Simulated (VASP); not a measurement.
Runs of VASP 6.6.1 on Sr. The structure is that of space group P6_3/mmc (No. 194), or close to it. The cells are those of the table. This isn't the form of Sr at room conditions, which is fcc.

```tsv
cell	gap on the mesh (eV)	pressure (GPa)
a = 4.422, b = 4.422, c = 7.233 Å, angles 90.0, 90.0, 120.0°, 2 atoms	none	-1.5
a = 4.232, b = 4.232, c = 6.922 Å, angles 90.0, 90.0, 120.0°, 2 atoms	none	(b)
a = 4.385, b = 4.385, c = 7.173 Å, angles 90.0, 90.0, 120.0°, 2 atoms	none	-1.3
a = 4.271, b = 4.271, c = 6.987 Å, angles 90.0, 90.0, 120.0°, 2 atoms	none	(a)
a = 4.192, b = 4.192, c = 6.857 Å, angles 90.0, 90.0, 120.0°, 2 atoms	none	0.0
a = 4.348, b = 4.348, c = 7.112 Å, angles 90.0, 90.0, 120.0°, 2 atoms	none	-1.0
a = 4.310, b = 4.310, c = 7.050 Å, angles 90.0, 90.0, 120.0°, 2 atoms	none	-0.8
```

Alike in all rows: task single point; level PBEsol; potentials or basis VASP PAW PBE potentials, release 64 (Sr_sv); no spin polarisation; k mesh 8 × 8 × 4; cutoff (eV) 520; smearing methfessel-paxton 0.1 eV.

Task: Estimate the missing entries.

Result: (a) -0.6; (b) -0.3.

Caveats: the PAW data sets were made with another functional, which shifts forces and pressure a little.

A k mesh can miss the band edges, and the runs leave out spin-orbit coupling on Sr.

A gap of «none» marks levels without a gap at the run's occupations.
